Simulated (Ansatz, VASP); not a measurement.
## Two plane-wave programs on Hf

File INCAR:

```
ALGO     = Fast           # electronic algorithm
EDIFF    = 1E-7           # SCF threshold, eV
ENCUT    = 520            # plane-wave cutoff, eV
GGA      = PS             # functional
ISIF     = 2              # what is computed and relaxed
ISMEAR   = 0              # smearing method
LASPH    = T              # aspherical terms in the spheres
LCHARG   = F              # write CHGCAR
LREAL    = F              # projectors in reciprocal space
LWAVE    = F              # write WAVECAR
NBANDS   = 11             # bands
NELM     = 100            # most SCF steps
PREC     = Accurate       # precision mode
SIGMA    = 0.15           # smearing width, eV
```

The input KPOINTS:

```
k-points
0
Gamma
  20 20 20
```

POSCAR

```
Hf
1.0
    0.0000000000      1.9393486317      2.9090229476
    1.9393486317      0.0000000000      2.9090229476
    1.9393486317      1.9393486317      0.0000000000
Hf
1
Direct
    0.0000000000      0.0000000000      0.0000000000
```

Input for Ansatz:

```yaml
crystal:
  lattice:
    - [0.0, 1.9393486317, 2.9090229476]
    - [1.9393486317, 0.0, 2.9090229476]
    - [1.9393486317, 1.9393486317, 0.0]
  atoms:
    - { symbol: Hf, position: [0.0, 0.0, 0.0] }
basis:
  ecutwfc: 420
kpoints:
  mp_grid: { grid: [20, 20, 20] }
hamiltonian:
  xc: pbesol
scf:
  occupations: { method: gaussian, width: 0.15 }
output:
  forces: true
  stress: true
  eigenvalues: true
```

Alike in both runs: task single point; functional PBEsol; k mesh 20 × 20 × 20; occupations gaussian, width 0.15 eV; no spin polarisation.

|  | VASP | Ansatz |
| --- | --- | --- |
| version | VASP 6.6.1 | Ansatz 0.2.0 |
| potentials or method | VASP PAW PBE potentials, release 64 (Hf_pv), cutoff 520 eV | scalar-relativistic, plane waves, PAW |
| valence electrons in the cell | 10 | 26 |

```csv
,VASP,Ansatz,Ansatz less VASP
gap on the k mesh at the Fermi level (eV),none,none,-
pressure (GPa),-1.0,-0.7,+0.32
"traceless stress, the component that is largest in VASP (GPa)",-17.75,-17.93,-0.179
```

VASP's potentials were made for PBE, not for PBEsol. A gap of «none» marks a metal or a gap that the smearing closes. VASP's potentials hold 10 valence electrons a cell and Ansatz's 26, so a difference there can come from the potentials and not from the codes.

Spin-orbit coupling is off throughout.
